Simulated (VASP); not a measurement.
Input of a VASP 6.6.1 run:

INCAR

```
ALGO     = Normal         # electronic algorithm
EDIFF    = 1E-6           # SCF threshold, eV
EDIFFG   = -0.005         # ionic threshold
ENCUT    = 600            # plane-wave cutoff, eV
GGA      = PS             # functional
IBRION   = 2              # ionic algorithm
ISIF     = 3              # what is computed and relaxed
ISMEAR   = -1             # smearing method
LASPH    = T              # aspherical terms in the spheres
LCHARG   = F              # write CHGCAR
LREAL    = F              # projectors in reciprocal space
LWAVE    = F              # write WAVECAR
NELM     = 100            # most SCF steps
NSW      = 60             # ionic steps
PREC     = Accurate       # precision mode
SIGMA    = 0.1            # smearing width, eV
```

File KPOINTS:

```
k-points
0
Gamma
  12 12 12
```

Contents of POSCAR:

```
LuSb
1.0
    0.0000000000      3.0377230688      3.0377230688
    3.0377230688      0.0000000000      3.0377230688
    3.0377230688      3.0377230688      0.0000000000
Lu Sb
1 1
Direct
    0.0000000000      0.0000000000      0.0000000000
    0.5000000000      0.5000000000      0.5000000000
```

Potentials or basis: VASP PAW PBE potentials, release 64 (Lu, Sb).

Launch:

```bash
$ cat potpaw_PBE.64/Lu/POTCAR potpaw_PBE.64/Sb/POTCAR > POTCAR
$ mpirun -np 1 vasp_std > vasp.out
```

(1) Predict the relaxed cell.

(2) Estimate the relaxed volume.

## Answers

(1) a = 4.247 Å, b = 4.247 Å, c = 4.247 Å, α = 60.00°, β = 60.00°, γ = 60.00°.

(2) 27.08 Å³/atom.

Caveat: the PAW data sets were made with another functional, which shifts forces and pressure a little.
